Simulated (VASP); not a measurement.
# Zr in VASP: relaxation of the atoms with PBEsol

Aim: the relaxation of the atoms of Zr with PBEsol.

Program: VASP 6.6.1. These are calculated values, not measurements. Logs are shortened: lines on timing, memory, paths and dates and some standing lists are left out, and cuts for length are marked.

## 1. The cell of the first run

The cell holds a slab with vacuum, 5 atoms: a = 3.183 Å, b = 3.183 Å, c = 25.235 Å, α = 90.00°, β = 90.00°, γ = 120.00°.

## 2. Relaxation of the atoms, PBEsol

File INCAR:

```
SYSTEM = Zr
PREC = Accurate
ENCUT = 520
EDIFF = 1E-6
ISMEAR = 0
SIGMA = 0.1
LREAL = .FALSE.
LASPH = .TRUE.
NELM = 60
ALGO = Fast
ISIF = 2
LWAVE = .FALSE.
LCHARG = .FALSE.
LDIPOL = .TRUE.
IDIPOL = 3
DIPOL = 0.5 0.5 0.500
GGA = PS
IBRION = 2
NSW = 80
EDIFFG = -0.02
```

File KPOINTS:

```
regular mesh
0
G
  12 12 1
  0 0 0
```

File POSCAR:

```
Zr
1.0
    3.1834311920      0.0000000000      0.0000000000
   -1.5917155960      2.7569322835      0.0000000000
    0.0000000000      0.0000000000     25.2352530280
Zr
5
Direct
    0.3333333333      0.6666666667      0.2972032811
    0.6666666667      0.3333333333      0.3986016406
    0.3333333333      0.6666666667      0.5000000000
    0.6666666667      0.3333333333      0.6013983594
    0.3333333333      0.6666666667      0.7027967189
```

Potentials or basis: VASP PAW PBE potentials, release 64 (Zr_sv).

On the command line:

```
cat potpaw_PBE.64/Zr_sv/POTCAR > POTCAR
mpirun -np 1 vasp_std > vasp.out
```

OUTCAR:

```text
SYSTEM = Zr
   PREC = Accurate
   ENCUT = 520
   EDIFF = 1E-6
   ISMEAR = 0
   LREAL = .FALSE.
   LASPH = .TRUE.
   NELM = 60
   ISIF = 2
   GGA = PS
   IBRION = 2
   NSW = 80
   EDIFFG = -0.02

 ion  position               nearest neighbor table
   1  0.333  0.667  0.297-   2 3.15   2 3.15   2 3.15
   2  0.667  0.333  0.399-   3 3.15   3 3.15   3 3.15   1 3.15   1 3.15   1 3.15
   3  0.333  0.667  0.500-   2 3.15   4 3.15   2 3.15   4 3.15   2 3.15   4 3.15
   4  0.667  0.333  0.601-   3 3.15   3 3.15   3 3.15   5 3.15   5 3.15   5 3.15
   5  0.333  0.667  0.703-   4 3.15   4 3.15   4 3.15

  LATTYP: Found a hexagonal cell.
 ALAT       =     3.1834311920
 C/A-ratio  =     7.9270609308

  Lattice vectors:

 A1 = (   3.1834311920,   0.0000000000,   0.0000000000)
 A2 = (  -1.5917155960,   2.7569322835,   0.0000000000)
 A3 = (   0.0000000000,   0.0000000000,  25.2352530280)

Analysis of symmetry for initial positions (statically):
=====================================================================
 Subroutine PRICEL returns:
 Original cell was already a primitive cell.

 Routine SETGRP: Setting up the symmetry group for a
 hexagonal supercell.

 Subroutine GETGRP returns: Found 12 space group operations
 (whereof 12 operations were pure point group operations)
 out of a pool of 24 trial point group operations.

The static configuration has the point symmetry D_3h.

Analysis of symmetry for dynamics (positions and initial velocities):
=====================================================================
 Subroutine PRICEL returns:
 Original cell was already a primitive cell.

 Routine SETGRP: Setting up the symmetry group for a
 hexagonal supercell.

 Subroutine GETGRP returns: Found 12 space group operations
 (whereof 12 operations were pure point group operations)
 out of a pool of 24 trial point group operations.

The dynamic configuration has the point symmetry D_3h.

 Subroutine INISYM returns: Found 12 space group operations
 (whereof 12 operations are pure point group operations),
 and found     1 'primitive' translations

----------------------------------------------------------------------------------------

                                     Primitive cell

  volume of cell :     221.4773

  direct lattice vectors                    reciprocal lattice vectors
     3.183431192  0.000000000  0.000000000     0.314126469  0.181361001  0.000000000
    -1.591715596  2.756932283  0.000000000     0.000000000  0.362722003  0.000000000
     0.000000000  0.000000000 25.235253028     0.000000000  0.000000000  0.039627104

  length of vectors
     3.183431192  3.183431192 25.235253028     0.362722003  0.362722003  0.039627104

  position of ions in fractional coordinates (direct lattice)
     0.333333333  0.666666667  0.297203281
     0.666666667  0.333333333  0.398601641
     0.333333333  0.666666667  0.500000000
     0.666666667  0.333333333  0.601398359
     0.333333333  0.666666667  0.702796719

  ion indices of the primitive-cell ions
   primitive index   ion index
                 1           1
                 2           2
                 3           3
                 4           4
                 5           5

----------------------------------------------------------------------------------------

 KPOINTS: regular mesh

Automatic generation of k-mesh.
 Grid dimensions read from file:
 generate k-points for:   12   12    1

 Generating k-lattice:

  Cartesian coordinates                     Fractional coordinates (reciprocal lattice)
     0.026177206  0.015113417  0.000000000     0.083333333  0.000000000  0.000000000
     0.000000000  0.030226834  0.000000000     0.000000000  0.083333333  0.000000000
     0.000000000  0.000000000  0.039627104     0.000000000  0.000000000  1.000000000

  Length of vectors
     0.030226834  0.030226834  0.039627104

  Shift w.r.t. Gamma in fractional coordinates (k-lattice)
     0.000000000  0.000000000  0.000000000

 Subroutine IBZKPT returns following result:
 ===========================================

 Found     19 irreducible k-points:

 Following reciprocal coordinates:
            Coordinates               Weight
  0.000000  0.000000  0.000000      1.000000
  0.083333  0.000000  0.000000      6.000000
  0.166667 -0.000000  0.000000      6.000000
  0.250000  0.000000  0.000000      6.000000
  0.333333 -0.000000  0.000000      6.000000
  0.416667  0.000000  0.000000      6.000000
[... 11 lines left out ...]
  0.333333  0.250000  0.000000     12.000000
  0.333333  0.333333  0.000000      2.000000
   k-points           NKPTS =     19   k-points in BZ     NKDIM =     19   number of bands    NBANDS=     36
   number of dos      NEDOS =    301   number of ions     NIONS =      5
   total plane-waves  NPLWV = 110592
   dimension x,y,z NGX =    24 NGY =   24 NGZ =  192
   dimension x,y,z NGXF=    48 NGYF=   48 NGZF=  384
   ions per type =               5
   NGX,Y,Z   is equivalent  to a cutoff of  12.53, 12.53, 12.65 a.u.
   NGXF,Y,Z  is equivalent  to a cutoff of  25.07, 25.07, 25.30 a.u.
 SYSTEM =  Zr
   PREC   = accura    normal or accurate (medium, high low for compatibility)
   ISTART =      0    job   : 0-new  1-cont  2-samecut
   ICHARG =      2    charge: 1-file 2-atom 10-const
   ISPIN  =      1    spin polarized calculation?
   LNONCOLLINEAR =      F non collinear calculations
   LSORBIT =      F    spin-orbit coupling
   LASPH  =      T    aspherical Exc in radial PAW
   ENCUT  =  520.0 eV  38.22 Ry    6.18 a.u.   5.92  5.92 46.92*2*pi/ulx,y,z
   NELM   =     60;   NELMIN=  2; NELMDL= -5     # of ELM steps
   EDIFF  = 0.1E-05   stopping-criterion for ELM
   LREAL  =      F    real-space projection
   EDIFFG = -.2E-01   stopping-criterion for IOM
   NSW    =     80    number of steps for IOM
   IBRION =      2    ionic relax: 0-MD 1-quasi-New 2-CG
   NFREE  =      1    steps in history (QN), initial steepest desc. (CG)
   ISIF   =      2    stress and relaxation
   ISYM   =      2    0-nonsym 1-usesym 2-fastsym
   POTIM  = 0.5000    time-step for ionic-motion
   TEBEG  =    0.0;   TEEND  =   0.0 temperature during run
   PSTRESS=    0.0 pullay stress
   NELECT =      60.0000    total number of electrons
   NUPDOWN=      -1.0000    fix difference up-down
   EMIN   =  10.00;   EMAX   =-10.00  energy-range for DOS
   EFERMI =   0.00;   METHOD = LEGACY
   ISMEAR =     0;   SIGMA  =   0.10  broadening in eV -4-tet -1-fermi 0-gaus
   EFERMI_NEDOS =   21; number of points for ismear=-14 and -15
   IALGO  =     68    algorithm
   IMIX   =      4    mixing-type and parameters
     AMIX     =   0.40;   BMIX     =  1.00
     AMIX_MAG =   1.60;   BMIX_MAG =  1.00
  volume/ion in A,a.u.               =      44.30       298.92
  Fermi-wavevector in a.u.,A,eV,Ry     =   1.059292  2.001771 15.267078  1.122099
  Thomas-Fermi vector in A             =   2.194632
   LORBIT       =      0    0 simple, 1 ext, 2 COOP (PROOUT), +10 PAW based schemes
   GGA     = PS    functional components
   LHFCALC =     F    Hartree Fock is set to
   AEXX    =    0.0000 exact exchange contribution
   IVDW    =     0    specifies the selected vdW correction
   LEPSILON=     F    determine dielectric tensor
   LRPA    =     F    only Hartree local field effects (RPA)
 conjugate gradient relaxation of ions
 non-spin polarized calculation
 RMM-DIIS sequential band-by-band and
 Gauss-broadening in eV      SIGMA  =   0.10
  energy-cutoff  :      520.00
  volume of cell :      221.48
 maximum number of plane-waves:      6006
 NGX is ok and might be reduce to    24
   NGX = 11   NGY = 11   NGZ = 93

--------------------------------------- Ionic step        1  -------------------------------------------

 number of electron      60.0000000 magnetization

 Free energy of the ion-electron system (eV)
  ---------------------------------------------------
  ext. energy  EPLUGINS =         0.00000000
  ---------------------------------------------------
  free energy    TOTEN  =       -43.40279645 eV

  energy without entropy =      -43.36239258  energy(sigma->0) =      -43.38259452

------------------------ aborting loop because EDIFF is reached ----------------------------------------

  FORCE on cell =-STRESS in cart. coord.  units (eV):
  Direction    XX          YY          ZZ          XY          YZ          ZX
  --------------------------------------------------------------------------------------
  -------------------------------------------------------------------------------------
  Total       -2.3676184     -2.3676184     -2.3623537      0.0000000      0.0000000      0.0000000
  in kB      -17.1274638    -17.1274638    -17.0893791      0.0000000      0.0000000      0.0000000
  external PRESSURE =     -17.1147689 kB  Pullay stress =       0.0000000 kB
[... 98 lines left out ...]
  FREE ENERGIE OF THE ION-ELECTRON SYSTEM (eV)
  ---------------------------------------------------
  free  energy   TOTEN  =       -43.5040539889 eV

  energy  without entropy=      -43.4686577952  energy(sigma->0) =      -43.48635589

[... ionic steps 4 to 9 ...]

--------------------------------------- Ionic step       10  -------------------------------------------

 number of electron      60.0000000 magnetization

------------------------ aborting loop because EDIFF is reached ----------------------------------------

  FORCE on cell =-STRESS in cart. coord.  units (eV):
  Direction    XX          YY          ZZ          XY          YZ          ZX
  --------------------------------------------------------------------------------------
  -------------------------------------------------------------------------------------
  Total       -1.1369301     -1.1369301     -0.0296188      0.0000000      0.0000000      0.0000000
  in kB       -8.2246063     -8.2246063     -0.2142640      0.0000000      0.0000000      0.0000000
  external PRESSURE =      -5.5544922 kB  Pullay stress =       0.0000000 kB
[... 24 lines left out ...]
  energy  without entropy=      -43.4810048448  energy(sigma->0) =      -43.49737459

--------------------------------------- Ionic step       11  -------------------------------------------

 number of electron      60.0000000 magnetization

 dipolmoment           0.000000      0.000000      0.000000 electrons x Angstroem

------------------------ aborting loop because EDIFF is reached ----------------------------------------

  FORCE on cell =-STRESS in cart. coord.  units (eV):
  Direction    XX          YY          ZZ          XY          YZ          ZX
  --------------------------------------------------------------------------------------
  -------------------------------------------------------------------------------------
  Total       -1.1950941     -1.1950941     -0.1691582      0.0000000      0.0000000     -0.0000000
  in kB       -8.6453673     -8.6453673     -1.2236988      0.0000000      0.0000000     -0.0000000
  external PRESSURE =      -6.1714778 kB  Pullay stress =       0.0000000 kB
[... 24 lines left out ...]
  energy  without entropy=      -43.4803897884  energy(sigma->0) =      -43.49708390

--------------------------------------- Ionic step       12  -------------------------------------------

 number of electron      60.0000000 magnetization

 dipolmoment           0.000000      0.000000     -0.000000 electrons x Angstroem

 Free energy of the ion-electron system (eV)
  ---------------------------------------------------
  ext. energy  EPLUGINS =         0.00000000
  ---------------------------------------------------
  free energy    TOTEN  =       -43.51395899 eV

  energy without entropy =      -43.48088573  energy(sigma->0) =      -43.49742236

 E-fermi :   2.6999     XC(G=0):  -6.5079

 val. band max:        2.6959550374   @ k =   0.3333   0.2500   0.0000
 cond. band min:       2.7224149988   @ k =   0.3333   0.2500   0.0000
 fundamental gap:      0.0264599614
 Fermi energy:         2.6998689560

 k-point     1 :       0.0000    0.0000    0.0000
  band No.  band energies     occupation
      1     -46.1297      2.00000
      2     -46.1294      2.00000
      3     -45.8809      2.00000
      4     -45.7718      2.00000
      5     -45.7477      2.00000
      6     -24.5853      2.00000
[... 730 lines left out ...]
     35       2.9374      0.00078
     36       3.0107      0.00001

------------------------ aborting loop because EDIFF is reached ----------------------------------------

 vacuum level on the upper side and lower side of the slab       (xc-potential included)        -0.011        -0.011

  FORCE on cell =-STRESS in cart. coord.  units (eV):
  Direction    XX          YY          ZZ          XY          YZ          ZX
  --------------------------------------------------------------------------------------
  -------------------------------------------------------------------------------------
  Total       -1.1668791     -1.1668791     -0.1005050      0.0000000      0.0000000     -0.0000000
  in kB       -8.4412585     -8.4412585     -0.7270578      0.0000000      0.0000000     -0.0000000
  external PRESSURE =      -5.8698582 kB  Pullay stress =       0.0000000 kB

 VOLUME and BASIS-vectors are now :
 -----------------------------------------------------------------------------
  energy-cutoff  :      520.00
  volume of cell :      221.48
      direct lattice vectors                 reciprocal lattice vectors
     3.183431192  0.000000000  0.000000000     0.314126469  0.181361001  0.000000000
    -1.591715596  2.756932283  0.000000000     0.000000000  0.362722003  0.000000000
     0.000000000  0.000000000 25.235253028     0.000000000  0.000000000  0.039627104
[... 11 lines left out ...]
  FREE ENERGIE OF THE ION-ELECTRON SYSTEM (eV)
  ---------------------------------------------------
  free  energy   TOTEN  =       -43.5139589864 eV

  energy  without entropy=      -43.4808857347  energy(sigma->0) =      -43.49742236

 reached required accuracy - stopping structural energy minimisation

 vacuum level on the upper side and lower side of the slab         6.978         6.978
```

Wall time 81 min (1 thread of Oxide Virtual Turin-like, shared host); peak memory 0.37 GiB.

What came out:

```
Free energy                  : -43.5140 eV
Energy gained by relaxing    : 22.2 meV/atom
Ionic steps                  : 12
Largest force after relaxing : 0.005 eV/Å
Band gap on the k mesh       : zero (bands 30 and 31 overlap by 1.18 eV)
```

Forces on the atoms (eV/Å):
```
Zr   0.000  0.000  0.005
Zr   0.000  0.000  0.001
Zr   0.000  0.000  0.000
Zr   0.000  0.000 -0.001
Zr   0.000  0.000 -0.005
```

Step by step:
| step | energy change (eV) | largest force (eV/Å) | pressure (GPa) |
| --- | --- | --- | --- |
| 1 | 0.0000 | 0.6579 | -1.71 |
| 2 | -0.0628 | 0.4420 | -1.45 |
| 3 | -0.1013 | 0.2067 | -1.11 |
| 4 | -0.0609 | 0.6599 | -0.16 |
| 5 | -0.1078 | 0.0768 | -0.91 |
| 6 | -0.1080 | 0.0521 | -0.87 |
| 7 | -0.1079 | 0.0592 | -0.85 |
| 8 | -0.1085 | 0.0582 | -0.82 |
| 9 | -0.1098 | 0.0537 | -0.73 |
| 10 | -0.1109 | 0.0420 | -0.56 |
| 11 | -0.1110 | 0.0325 | -0.62 |
| 12 | -0.1112 | 0.0055 | -0.59 |

Final structure:
```yaml
crystal:
  lattice:
    - [3.18343, 0.00000, 0.00000]
    - [-1.59172, 2.75693, 0.00000]
    - [0.00000, 0.00000, 25.23525]
  atoms:
    - { symbol: Zr, position: [0.33333, 0.66667, 0.30143] }
    - { symbol: Zr, position: [0.66667, 0.33333, 0.39631] }
    - { symbol: Zr, position: [0.33333, 0.66667, 0.50000] }
    - { symbol: Zr, position: [0.66667, 0.33333, 0.60369] }
    - { symbol: Zr, position: [0.33333, 0.66667, 0.69857] }
```

Levels at points of the mesh, in eV from the Fermi level:
| k point | band 27 | band 28 | band 29 | band 30 | band 31 | band 32 |
| --- | --- | --- | --- | --- | --- | --- |
| (0.00, 0.00, 0.00) | -0.20 | 0.49 | 0.51 | 0.69 | 0.69 | 0.77 |
| (0.50, 0.00, 0.00) | -1.33 | -1.12 | -0.84 | 0.20 | 0.73 | 0.75 |

Caveat: the PAW data sets were made with another functional, which shifts forces and pressure a little.

The gap in the log of VASP goes by the Fermi energy; the results here count the filled bands.